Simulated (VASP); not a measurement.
Set up this calculation in VASP 6.6.1, as the native input.

```yaml
Task: single point
Functional: LDA
Potentials_or_basis: VASP PAW LDA potentials, release 64 (Ta_pv, N)
Cutoff: 520 eV
k_mesh: 18 × 18 × 8
Occupations: fermi-dirac, width 0.15 eV
Spin: no spin polarisation
Hubbard_terms: Ta d U = 2.0 eV
Dipole_correction: no
Further_INCAR_settings: ALGO = Normal; EDIFF = 1e-06; NBANDS = 24
```

The structure of TaN lies in POSCAR:

```
TaN
1.0
    2.8604882294      0.0000000000      0.0000000000
   -1.4302441147      2.4772554738      0.0000000000
    0.0000000000      0.0000000000      5.7943207800
Ta N
2 2
Direct
    0.0000000000      0.0000000000      0.0000000000
    0.0000000000      0.0000000000      0.5000000000
    0.3333333333      0.6666666667      0.2500000000
    0.6666666667      0.3333333333      0.7500000000
```

These files were run (other wordings do the same):

INCAR

```
SYSTEM = TaN
PREC = Accurate
ENCUT = 520
EDIFF = 1E-6
ISMEAR = -1
SIGMA = 0.15
LREAL = .False.
LASPH = .True.
NELM = 150
ALGO = Normal
ISIF = 2
LWAVE = .False.
LCHARG = .False.
LMAXMIX = 4
LDAU = .True.
LDAUTYPE = 2
LDAUL = 2 -1
LDAUU = 2 0
LDAUJ = 0 0
LDAUPRINT = 1
NBANDS = 24
```

KPOINTS

```
regular mesh
0
Gamma
  18 18 8
  0 0 0
```

Potentials or basis: VASP PAW LDA potentials, release 64 (Ta_pv, N).

Run with:

```sh
$ cat potpaw_LDA.64/Ta_pv/POTCAR potpaw_LDA.64/N/POTCAR > POTCAR
$ mpirun -np 1 vasp_std > vasp.out
```

Results of the run:

```
Pressure               : 13.9 GPa
Band gap on the k mesh : zero (band 16 reaches 9.47 eV, above the bottom of band 17 at 8.39 eV)
```

Caveat: spin-orbit coupling is left out, which moves the levels of the heavy elements; U without spin polarisation on a metal has little footing.

Wall time 56 s on 1 thread of Intel(R) Xeon(R) 6975P-C (Granite Rapids), on a shared host, peak memory 0.27 GiB.
